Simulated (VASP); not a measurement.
Here is a VASP 6.6.1 calculation.

File POSCAR:

```
Li
1.0
    0.0000000000      2.2350300000      2.1689700000
    2.2350300000      0.0000000000      2.1689700000
    2.2350300000      2.2350300000      0.0000000000
Li
1
Direct
    0.0000000000      0.0000000000      0.0000000000
```

File INCAR.step1:

```
PREC = Accurate
ENCUT = 830
ISMEAR = 0
SIGMA = 0.15
LREAL = F
LASPH = T
NELM = 120
NBANDS = 8
GGA = PE
ALGO = Normal
EDIFF = 1E-5
LWAVE = T
LCHARG = F
GGA_COMPAT = F
```

Contents of INCAR.step2:

```
PREC = Accurate
ENCUT = 830
EDIFF = 1E-6
ISMEAR = 0
SIGMA = 0.15
LREAL = F
LASPH = T
NELM = 120
ALGO = Normal
ISIF = 2
LWAVE = F
LCHARG = F
METAGGA = R2SCAN
LMIXTAU = T
NBANDS = 8
ISTART = 1
GGA_COMPAT = F
```

File KPOINTS:

```
Automatic mesh
0
Gamma
  18 18 18
```

Potentials or basis: VASP PAW PBE potentials, release 64 (Li_sv).

The run is started by

```sh
$ cat potpaw_PBE.64/Li_sv/POTCAR > POTCAR
$ cp INCAR.step1 INCAR
$ mpirun -np 1 vasp_std > vasp.out
$ cp INCAR.step2 INCAR
$ mpirun -np 1 vasp_std > vasp.out
```

**Question.** What does it give for the pressure?

**Answer.** -0.6 GPa.

**Question.** Estimate the band gap on the k mesh.

**Answer.** Zero (an odd number of electrons rules out a gap without spin polarisation).

Stress tensor (GPa, compression positive):
```
-0.61  0.00  0.00
 0.00 -0.61  0.00
 0.00  0.00 -0.53
```

Caveat: the cell differs from its parent crystal (strain +0.015 along x and y, -0.015 along z); the PAW data sets were made with another functional, which shifts forces and pressure a little.
